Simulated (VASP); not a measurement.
A run of VASP 6.6.1:

INCAR

```
SYSTEM = Si
PREC = Accurate
ENCUT = 520
EDIFF = 1E-6
ISMEAR = 0
SIGMA = 0.05
LREAL = .FALSE.
LASPH = .TRUE.
NELM = 80
ALGO = Normal
ISIF = 2
LWAVE = .FALSE.
LCHARG = .FALSE.
LDIPOL = .TRUE.
IDIPOL = 3
DIPOL = 0.5 0.5 0.500
GGA = PE
IVDW = 12
IBRION = 2
NSW = 70
EDIFFG = -0.03
```

The input KPOINTS:

```
Automatic mesh
0
G
  8 6 1
  0 0 0
```

Contents of POSCAR:

```
Si
1.0
    3.8333442755      0.0000000000      0.0000000000
    0.0000000000      5.4211674636      0.0000000000
    0.0000000000      0.0000000000     17.8333442755
Si
6
Selective dynamics
Direct
    0.5000000000      0.0000000000      0.3925231236  F F F
    0.0000000000      0.2500000000      0.3925231236  F F F
    0.0000000000      0.5000000000      0.5000000000  T T T
    0.5000000000      0.7500000000      0.5000000000  T T T
    0.5000000000      0.0000000000      0.6074768764  T T T
    0.0000000000      0.2500000000      0.6074768764  T T T
```

Potentials or basis: VASP PAW PBE potentials, release 64 (Si).

Launch:

```sh
$ cat potpaw_PBE.64/Si/POTCAR > POTCAR
$ mpirun -np 1 vasp_std > vasp.out
```

Hardware: 1 thread of Intel(R) Xeon(R) Platinum 8488C (Sapphire Rapids), on a shared host.

Task: How long does it take, and how much memory?

Result: Run time: 9.4 min on 1 thread of Intel(R) Xeon(R) Platinum 8488C (Sapphire Rapids), on a shared host, peak memory 0.48 GiB. Counts: scf iterations 86, k points 20, ion steps 9.
